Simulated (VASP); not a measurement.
Wanted: the native input for a VASP 6.6.1 run.

```
Task                   : single point
Functional             : PBE
Potentials or basis    : VASP PAW PBE potentials, release 64 (Gd, N)
Cutoff                 : 520 eV
k mesh                 : 5 × 5 × 5
Occupations            : gaussian, width 0.15 eV
Spin                   : collinear spin, ferromagnetic start
Starting moments       : [7.0, 0.0] μB
Dipole correction      : no
Further INCAR settings : ALGO = Normal; EDIFF = 1e-06; NBANDS = 22
```

The structure of GdN lies in POSCAR:

```
GdN
1.0
    0.0000000000      2.4902288636      2.5089990165
    2.4843312133      0.0000000000      2.5089990165
    2.4843312133      2.4902288636      0.0000000000
Gd N
1 1
Direct
    0.3106153575      0.3106153575      0.6893846425
    0.7928563925      0.7928563925      0.2071436075
```

The cell was built from a structure type or drawn by symmetry, and may not be a known phase.

One way to write it, as run:

INCAR

```
ALGO     = Normal         # electronic algorithm
EDIFF    = 1E-6           # SCF threshold, eV
ENCUT    = 520            # plane-wave cutoff, eV
GGA      = PE             # functional
ISIF     = 2              # what is computed and relaxed
ISMEAR   = 0              # smearing method
ISPIN    = 2              # spin polarisation
LASPH    = T              # aspherical terms in the spheres
LCHARG   = F              # write CHGCAR
LMAXMIX  = 6              # l up to which the mixer works
LORBIT   = 11             # projections on sites
LREAL    = F              # projectors in reciprocal space
LWAVE    = F              # write WAVECAR
MAGMOM   = 7 0            # initial moments
NBANDS   = 22             # bands
NELM     = 150            # most SCF steps
PREC     = Accurate       # precision mode
SIGMA    = 0.15           # smearing width, eV
```

KPOINTS

```
k-points
0
Gamma
  5 5 5
```

Potentials or basis: VASP PAW PBE potentials, release 64 (Gd, N).

The run is started by

```sh
$ cat potpaw_PBE.64/Gd/POTCAR potpaw_PBE.64/N/POTCAR > POTCAR
$ mpirun -np 1 vasp_std > vasp.out
```

It gave:

```yaml
Pressure: -0.3 GPa
Largest_force: 0.021 eV/Å
Band_gap_on_the_k_mesh: zero (filled and empty bands overlap)
Net_moment: 7.00 μB per cell
Site_moments: Gd +6.80; N -0.09 μB
Valence_electrons_inside_the_program's_atomic_spheres: Gd 15.23; N 3.63
```

Caveat: the k points lie up to 0.44 Å⁻¹ apart; spin-orbit coupling is left out, which moves the levels of the heavy elements; a cell with one magnetic atom can't hold antiferromagnetic order, which such compounds often take; semilocal functionals describe open f shells poorly, which spoils levels, moments and volumes.

It took 2.1 min on 1 thread of Intel(R) Xeon(R) Platinum 8259CL CPU @ 2.50GHz (Skylake/Cascade Lake), on a shared host, peak memory 0.2 GiB.
